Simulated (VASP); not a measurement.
# Si2Ni (Fm-3m) in VASP: further runs

Runs on Si2Ni. Level: PBE+U. Tasks: single point.

Program: VASP 6.6.1. These are calculated values, not measurements. Logs are shortened: lines on timing, memory, paths and dates and some standing lists are left out, and cuts for length are marked.

**1. The cell of the first run**

Symmetry: Fm-3m, No. 225, cubic system. The conventional cell has a = 5.447 Å, b = 5.447 Å, c = 5.447 Å, α = 90.00°, β = 90.00°, γ = 90.00°. Ni (site symmetry m-3m) has 8 Si at 2.36 Å within 3.1 Å. Si (site symmetry -43m) has 4 Ni at 2.36 Å and 6 Si at 2.72 Å within 3.1 Å.

**2. Single point, PBE+U, collinear spin, ferromagnetic start**

Input file INCAR:

```
PREC = Accurate ; ENCUT = 520
EDIFF = 1E-6 ; ISMEAR = -1
SIGMA = 0.05 ; LREAL = F
LASPH = T ; NELM = 150
ALGO = Normal ; ISIF = 2
LWAVE = F ; LCHARG = T
ISPIN = 2 ; MAGMOM = 1 0 0
LORBIT = 11 ; LMAXMIX = 4
LDAU = T ; LDAUTYPE = 2
LDAUL = 2 -1 ; LDAUU = 5 0
LDAUJ = 0 0 ; LDAUPRINT = 1
GGA = PE ; LELF = T
LVHAR = T ; NBANDS = 20
```

Input file KPOINTS:

```
regular mesh
0
Gamma
  9 9 9
```

Input file POSCAR:

```
Si2Ni
1.0
    0.0000000000      2.7237291001      2.7237291001
    2.7237291001      0.0000000000      2.7237291001
    2.7237291001      2.7237291001      0.0000000000
Ni Si
1 2
Direct
    0.0000000000      0.0000000000      0.0000000000
    0.7500000000      0.7500000000      0.7500000000
    0.2500000000      0.2500000000      0.2500000000
```

Potentials or basis: VASP PAW PBE potentials, release 64 (Ni, Si).

The run is started by

```bash
$ cat potpaw_PBE.64/Ni/POTCAR potpaw_PBE.64/Si/POTCAR > POTCAR
$ mpirun -np 1 vasp_std > vasp.out
```

OUTCAR:

```text
PREC = Accurate
   ENCUT = 520
   EDIFF = 1E-6
   ISMEAR = -1
   LREAL = F
   LASPH = T
   NELM = 150
   ISIF = 2
   ISPIN = 2
   LORBIT = 11
   GGA = PE

 ion  position               nearest neighbor table
   1  0.000  0.000  0.000-   2 2.36   2 2.36   2 2.36   2 2.36   3 2.36   3 2.36   3 2.36   3 2.36

   2  0.750  0.750  0.750-   1 2.36   1 2.36   1 2.36   1 2.36   3 2.72   3 2.72   3 2.72   3 2.72
                             3 2.72   3 2.72
   3  0.250  0.250  0.250-   1 2.36   1 2.36   1 2.36   1 2.36   2 2.72   2 2.72   2 2.72   2 2.72
                             2 2.72   2 2.72

  LATTYP: Found a face centered cubic cell.
 ALAT       =     5.4474582002

  Lattice vectors:

 A1 = (   0.0000000000,   2.7237291001,   2.7237291001)
 A2 = (   2.7237291001,   0.0000000000,   2.7237291001)
 A3 = (   2.7237291001,   2.7237291001,   0.0000000000)

Analysis of symmetry for initial positions (statically):
=====================================================================
 Subroutine PRICEL returns:
 Original cell was already a primitive cell.

 Routine SETGRP: Setting up the symmetry group for a
 face centered cubic supercell.

 Subroutine GETGRP returns: Found 48 space group operations
 (whereof 48 operations were pure point group operations)
 out of a pool of 48 trial point group operations.

The static configuration has the point symmetry O_h .

Analysis of symmetry for dynamics (positions and initial velocities):
=====================================================================
 Subroutine PRICEL returns:
 Original cell was already a primitive cell.

 Routine SETGRP: Setting up the symmetry group for a
 face centered cubic supercell.

 Subroutine GETGRP returns: Found 48 space group operations
 (whereof 48 operations were pure point group operations)
 out of a pool of 48 trial point group operations.

The dynamic configuration has the point symmetry O_h .

Analysis of structural, dynamic, and magnetic symmetry:
=====================================================================
 Subroutine PRICEL returns:
 Original cell was already a primitive cell.

 Routine SETGRP: Setting up the symmetry group for a
 face centered cubic supercell.

 Subroutine GETGRP returns: Found 48 space group operations
 (whereof 48 operations were pure point group operations)
 out of a pool of 48 trial point group operations.

The overall configuration has the point symmetry O_h .

 Subroutine INISYM returns: Found 48 space group operations
 (whereof 48 operations are pure point group operations),
 and found     1 'primitive' translations

----------------------------------------------------------------------------------------

                                     Primitive cell

  volume of cell :      40.4131

  direct lattice vectors                    reciprocal lattice vectors
     0.000000000  2.723729100  2.723729100    -0.183571854  0.183571854  0.183571854
     2.723729100  0.000000000  2.723729100     0.183571854 -0.183571854  0.183571854
     2.723729100  2.723729100  0.000000000     0.183571854  0.183571854 -0.183571854

  length of vectors
     3.851934634  3.851934634  3.851934634     0.317955778  0.317955778  0.317955778

  position of ions in fractional coordinates (direct lattice)
     0.000000000  0.000000000  0.000000000
     0.750000000  0.750000000  0.750000000
     0.250000000  0.250000000  0.250000000

  ion indices of the primitive-cell ions
   primitive index   ion index
                 1           1
                 2           2
                 3           3

----------------------------------------------------------------------------------------

[... 75 lines left out ...]
   ISIF   =      2    stress and relaxation
   ISYM   =      2    0-nonsym 1-usesym 2-fastsym
   POTIM  = 0.5000    time-step for ionic-motion
   TEBEG  =    0.0;   TEEND  =   0.0 temperature during run
   PSTRESS=    0.0 pullay stress
   NELECT =      18.0000    total number of electrons
   NUPDOWN=      -1.0000    fix difference up-down
   EMIN   =  10.00;   EMAX   =-10.00  energy-range for DOS
   EFERMI =   0.00;   METHOD = LEGACY
   ISMEAR =    -1;   SIGMA  =   0.05  broadening in eV -4-tet -1-fermi 0-gaus
   EFERMI_NEDOS =   21; number of points for ismear=-14 and -15
   IALGO  =     38    algorithm
   IMIX   =      4    mixing-type and parameters
     AMIX     =   0.40;   BMIX     =  1.00
     AMIX_MAG =   1.60;   BMIX_MAG =  1.00
  volume/ion in A,a.u.               =      13.47        90.91
  Fermi-wavevector in a.u.,A,eV,Ry     =   1.250235  2.362602 21.267107  1.563088
  Thomas-Fermi vector in A             =   2.384239
   LORBIT       =     11    0 simple, 1 ext, 2 COOP (PROOUT), +10 PAW based schemes
 LDA+U is selected, type is set to LDAUTYPE =  2
   angular momentum for each species LDAUL =     2   -1
   U (eV)           for each species LDAUU =   5.0  0.0
   J (eV)           for each species LDAUJ =   0.0  0.0
   GGA     = PE    functional components
   LHFCALC =     F    Hartree Fock is set to
   AEXX    =    0.0000 exact exchange contribution
   IVDW    =     0    specifies the selected vdW correction
   LEPSILON=     F    determine dielectric tensor
   LRPA    =     F    only Hartree local field effects (RPA)
 spin polarized calculation
  energy-cutoff  :      520.00
  volume of cell :       40.41
 maximum number of plane-waves:      1113
 NGX is ok and might be reduce to    30
   NGX = 15   NGY = 15   NGZ = 15

 number of electron      17.9999991 magnetization       0.0001584

atom =   1  type =  1  l = 2

 onsite density matrix

spin component  1

  0.8529  0.0000  0.0000  0.0000 -0.0000
  0.0000  0.8529  0.0000  0.0000  0.0000
  0.0000  0.0000  0.9085 -0.0000 -0.0000
  0.0000  0.0000 -0.0000  0.8529 -0.0000
 -0.0000  0.0000 -0.0000 -0.0000  0.9085

spin component  2

  0.8529  0.0000  0.0000  0.0000 -0.0000
  0.0000  0.8529  0.0000  0.0000  0.0000
  0.0000  0.0000  0.9084 -0.0000 -0.0000
  0.0000  0.0000 -0.0000  0.8529 -0.0000
 -0.0000  0.0000 -0.0000 -0.0000  0.9084

 occupancies and eigenvectors

  o =  0.8529  v =  0.0000 -0.2051 -0.0000  0.9787  0.0000  0.0000  0.0000  0.0000  0.0000  0.0000      0.0000  0.0000  0.0000  0.0000  0.0000  0.0000  0.0000  0.0000  0.0000  0.0000
  o =  0.8529  v =  0.0000 -0.9787  0.0000 -0.2051 -0.0000  0.0000  0.0000  0.0000  0.0000  0.0000      0.0000  0.0000  0.0000  0.0000  0.0000  0.0000  0.0000  0.0000  0.0000  0.0000
  o =  0.8529  v =  1.0000  0.0000  0.0000  0.0000  0.0000  0.0000  0.0000  0.0000  0.0000  0.0000      0.0000  0.0000  0.0000  0.0000  0.0000  0.0000  0.0000  0.0000  0.0000  0.0000
  o =  0.8529  v =  0.0000  0.0000  0.0000  0.0000  0.0000  0.0000  0.3437  0.0000 -0.9391  0.0000      0.0000  0.0000  0.0000  0.0000  0.0000  0.0000  0.0000  0.0000  0.0000  0.0000
  o =  0.8529  v =  0.0000  0.0000  0.0000  0.0000  0.0000  0.0000  0.9391 -0.0000  0.3437  0.0000      0.0000  0.0000  0.0000  0.0000  0.0000  0.0000  0.0000  0.0000  0.0000  0.0000
  o =  0.8529  v =  0.0000  0.0000  0.0000  0.0000  0.0000  1.0000  0.0000  0.0000  0.0000  0.0000      0.0000  0.0000  0.0000  0.0000  0.0000  0.0000  0.0000  0.0000  0.0000  0.0000
  o =  0.9084  v =  0.0000  0.0000  0.0000  0.0000  0.0000  0.0000 -0.0000  0.3019 -0.0000  0.9534      0.0000  0.0000  0.0000  0.0000  0.0000  0.0000  0.0000  0.0000  0.0000  0.0000
  o =  0.9084  v =  0.0000  0.0000  0.0000  0.0000  0.0000  0.0000 -0.0000 -0.9534 -0.0000  0.3019      0.0000  0.0000  0.0000  0.0000  0.0000  0.0000  0.0000  0.0000  0.0000  0.0000
  o =  0.9085  v =  0.0000  0.0000  0.2593  0.0000 -0.9658  0.0000  0.0000  0.0000  0.0000  0.0000      0.0000  0.0000  0.0000  0.0000  0.0000  0.0000  0.0000  0.0000  0.0000  0.0000
  o =  0.9085  v =  0.0000  0.0000 -0.9658 -0.0000 -0.2593  0.0000  0.0000  0.0000  0.0000  0.0000      0.0000  0.0000  0.0000  0.0000  0.0000  0.0000  0.0000  0.0000  0.0000  0.0000

 number of electron      17.9999991 magnetization      -0.0002236

 Free energy of the ion-electron system (eV)
  ---------------------------------------------------
  ext. energy  EPLUGINS =         0.00000000
  ---------------------------------------------------
  free energy    TOTEN  =       -14.39323045 eV

  energy without entropy =      -14.38534290  energy(sigma->0) =      -14.38928667

 E-fermi :   9.8054     XC(G=0): -11.4582

 val. band max:        9.7929288011   @ k =   0.2222   0.1111   0.0000
 cond. band min:       9.8363635994   @ k =  -0.4444   0.4444   0.1111
 fundamental gap:      0.0434347983
 Fermi energy:         9.8054206251

 spin component 1

 k-point     1 :       0.0000    0.0000    0.0000
  band No.  band energies     occupation
      1      -3.5437      1.00000
      2       4.4897      1.00000
      3       4.4897      1.00000
      4       4.4897      1.00000
      5       5.8143      1.00000
      6       5.8143      1.00000
[... 1097 lines left out ...]
     19      23.4650      0.00000
     20      23.5299      0.00000

 [... further k-points ...]

------------------------ aborting loop because EDIFF is reached ----------------------------------------

  FORCE on cell =-STRESS in cart. coord.  units (eV):
  Direction    XX          YY          ZZ          XY          YZ          ZX
  --------------------------------------------------------------------------------------
  -------------------------------------------------------------------------------------
  Total       -1.0764045     -1.0764045     -1.0764045     -0.0000000      0.0000000      0.0000000
  in kB      -42.6740996    -42.6740996    -42.6740996     -0.0000000      0.0000000      0.0000000
  external PRESSURE =     -42.6740996 kB  Pullay stress =       0.0000000 kB

 VOLUME and BASIS-vectors are now :
 -----------------------------------------------------------------------------
  energy-cutoff  :      520.00
  volume of cell :       40.41
      direct lattice vectors                 reciprocal lattice vectors
     0.000000000  2.723729100  2.723729100    -0.183571854  0.183571854  0.183571854
     2.723729100  0.000000000  2.723729100     0.183571854 -0.183571854  0.183571854
     2.723729100  2.723729100  0.000000000     0.183571854  0.183571854 -0.183571854

 POSITION                                       TOTAL-FORCE (eV/Angst)
 -----------------------------------------------------------------------------------
      0.00000      0.00000      0.00000        -0.000000      0.000000     -0.000000
      4.08559      4.08559      4.08559        -0.000000     -0.000000     -0.000000
      1.36186      1.36186      1.36186         0.000000      0.000000      0.000000
 -----------------------------------------------------------------------------------
    total drift:                                0.000000     -0.000000     -0.000000

  FREE ENERGIE OF THE ION-ELECTRON SYSTEM (eV)
  ---------------------------------------------------
  free  energy   TOTEN  =       -14.3932304515 eV

  energy  without entropy=      -14.3853428970  energy(sigma->0) =      -14.38928667

 total charge

# of ion       s       p       d       tot
------------------------------------------
    1        0.523   0.718   8.712   9.953
    2        0.750   0.816   0.000   1.566
    3        0.750   0.816   0.000   1.566
--------------------------------------------------
tot          2.023   2.350   8.712  13.086

 magnetization (x)

# of ion       s       p       d       tot
------------------------------------------
    1        0.000   0.000  -0.000  -0.000
    2       -0.000   0.000   0.000  -0.000
    3       -0.000   0.000   0.000  -0.000
--------------------------------------------------
tot         -0.000   0.000  -0.000  -0.000
```

Run time: 33 s. Hardware: 1 thread of Intel Xeon 6975P-C (Granite Rapids), shared host; peak memory 0.2 GiB.

Results:

| Property | Result |
| --- | --- |
| Free energy | -14.3932 eV |
| Pressure | -4.3 GPa |
| Band gap on the k mesh | zero (filled and empty bands overlap) |
| Net moment | 0.00 μB per cell |
| Valence electrons inside the program's atomic spheres | Ni 9.95; Si 1.57 |

Levels at points of the mesh, in eV from the Fermi level:
Spin up:
```tsv
k point	band 5	band 6	band 7	band 8	band 9	band 10	band 11	band 12	band 13	band 14
(0.00, 0.00, 0.00)	-3.99	-3.99	-0.29	1.65	1.65	1.65	2.74	2.74	2.74	4.88
```
Spin down:
```
           k point  band 7  band 8  band 9  band 10  band 11  band 12
(0.00, 0.00, 0.00)   -0.29    1.65    1.65     1.65     2.74     2.74
```

Eigenvalues of the final occupation matrices:
```tsv
site	spin	trace	eigenvalues
site 1 d	1	4.38	0.85 0.85 0.85 0.91 0.91
site 1 d	2	4.38	0.85 0.85 0.85 0.91 0.91
```

Caveat: the U is typed as a test and isn't derived for this compound. The state reached can hang on the start; a lower one may exist.

**3. Single point, PBE+U, collinear spin, ferromagnetic start**

Input file INCAR:

```
SYSTEM = Si2Ni
ALGO = Normal ; EDIFF = 1E-6
ENCUT = 520 ; GGA = PE
ISIF = 2 ; ISMEAR = -1
ISPIN = 2 ; LASPH = .TRUE.
LCHARG = .TRUE. ; LDAU = .TRUE.
LDAUJ = 0 0 ; LDAUL = 2 -1
LDAUPRINT = 1 ; LDAUTYPE = 2
LDAUU = 6 0 ; LELF = .TRUE.
LMAXMIX = 4 ; LORBIT = 11
LREAL = .FALSE. ; LVHAR = .TRUE.
LWAVE = .FALSE. ; MAGMOM = 1 0 0
NBANDS = 20 ; NELM = 150
PREC = Accurate ; SIGMA = 0.05
```

Input file KPOINTS:

```
k-points
0
G
  9 9 9
  0 0 0
```

Input file POSCAR:

```
Si2Ni
1.0
    0.0000000000      2.7236183262      2.7236183262
    2.7236183262      0.0000000000      2.7236183262
    2.7236183262      2.7236183262      0.0000000000
Ni Si
1 2
Direct
    0.0000000000      0.0000000000      0.0000000000
    0.7500000000      0.7500000000      0.7500000000
    0.2500000000      0.2500000000      0.2500000000
```

Potentials or basis: VASP PAW PBE potentials, release 64 (Ni, Si).

The run is started by

```bash
$ cat potpaw_PBE.64/Ni/POTCAR potpaw_PBE.64/Si/POTCAR > POTCAR
$ mpirun -np 1 vasp_std > vasp.out
```

It took 42 s on 1 thread of Intel Xeon 6975P-C (Granite Rapids), shared host; peak memory 0.2 GiB.

The run converged. Its results:

```
Free energy                                           : -13.8629 eV
Pressure                                              : -5.3 GPa
Band gap on the k mesh                                : zero (filled and empty bands overlap)
Net moment                                            : 0.00 μB per cell
Valence electrons inside the program's atomic spheres : Ni 10.00; Si 1.56
```

Levels at points of the mesh, in eV from the Fermi level:
Spin up:
```
           k point  band 6  band 7  band 8  band 9  band 10  band 11  band 12  band 13
(0.00, 0.00, 0.00)   -4.13   -0.24    1.65    1.65     1.65     2.83     2.83     2.83
```
Spin down:
| k point | band 6 | band 7 | band 8 | band 9 | band 10 | band 11 | band 12 | band 13 |
| --- | --- | --- | --- | --- | --- | --- | --- | --- |
| (0.00, 0.00, 0.00) | -4.13 | -0.24 | 1.65 | 1.65 | 1.65 | 2.83 | 2.83 | 2.83 |

Eigenvalues of the final occupation matrices:
```
    site  spin  trace               eigenvalues
site 1 d     1   4.41  0.86 0.86 0.86 0.91 0.91
site 1 d     2   4.41  0.86 0.86 0.86 0.91 0.91
```

Caveat: the U is typed as a test and isn't derived for this compound. The state reached can hang on the start; a lower one may exist.
